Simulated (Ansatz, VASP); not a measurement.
**HfN in VASP and in Ansatz**

Contents of POSCAR:

```
HfN
1.0
    0.0000000000      2.4710795731      2.4710795731
    2.4710795731      0.0000000000      2.4710795731
    2.4710795731      2.4710795731      0.0000000000
Hf N
1 1
Direct
    0.0000000000      0.0000000000      0.0000000000
    0.2500000000      0.2500000000      0.2500000000
```

Contents of INCAR.step1:

```
SYSTEM = HfN
ALGO = Normal
EDIFF = 1E-5
ENCUT = 520
GGA = PE
ISIF = 2
ISMEAR = -1
LASPH = .True.
LCHARG = .False.
LREAL = .False.
LWAVE = .True.
NBANDS = 14
NELM = 60
PREC = Accurate
SIGMA = 0.05
```

File INCAR.step2:

```
SYSTEM = HfN
ALGO = Normal
EDIFF = 1E-7
ENCUT = 520
GGA = PE
HFSCREEN = 0.2079
ISIF = 2
ISMEAR = -1
ISTART = 1
LASPH = .True.
LCHARG = .False.
LHFCALC = .True.
LREAL = .False.
LWAVE = .False.
NBANDS = 14
NELM = 60
PREC = Accurate
PRECFOCK = Normal
SIGMA = 0.05
```

File KPOINTS:

```
k-points
0
Gamma
  6 6 6
  0 0 0
```

Contents of input:

```
crystal:
  lattice:
    - [0.0, 2.4710795731, 2.4710795731]
    - [2.4710795731, 0.0, 2.4710795731]
    - [2.4710795731, 2.4710795731, 0.0]
  atoms:
    - { symbol: Hf, position: [0.0, 0.0, 0.0] }
    - { symbol: "N", position: [0.25, 0.25, 0.25] }
hamiltonian:
  xc: hse06
  pseudopotentials: { kind: paw }
kpoints:
  mp_grid: { grid: [6, 6, 6] }
scf:
  occupations: { method: fermi_dirac, width: 0.05 }
output:
  forces: true
  stress: true
  eigenvalues: true
  write_density: true
  write_potential: true
  elf: true
  volumetric_format: npy
```

Alike in both runs: task single point; functional HSE06; k mesh 6 × 6 × 6; occupations fermi-dirac, width 0.05 eV; no spin polarisation.

```csv
,VASP,Ansatz
version,VASP 6.6.1,Ansatz 0.2.0
potentials or method,"VASP PAW PBE potentials, release 64 (Hf_pv, N)",Ansatz PAW
plane-wave cutoff (eV),520,420
valence electrons in the cell,15,31
```

Ansatz gave:

| Property | Result |
| --- | --- |
| gap on the k mesh at the Fermi level (eV) | none |
| pressure (GPa) | -5.8 |

Q: Estimate VASP's values.

A: gap on the k mesh at the Fermi level (eV): none; pressure (GPa): -8.4.

A gap of «none» marks a metal or a gap that the smearing closes. VASP's potentials hold 15 valence electrons a cell and Ansatz's 31, so a difference there can come from the potentials and not from the codes.

The k mesh is coarse, so the values compare programs but aren't converged. Neither program's run includes spin-orbit coupling.
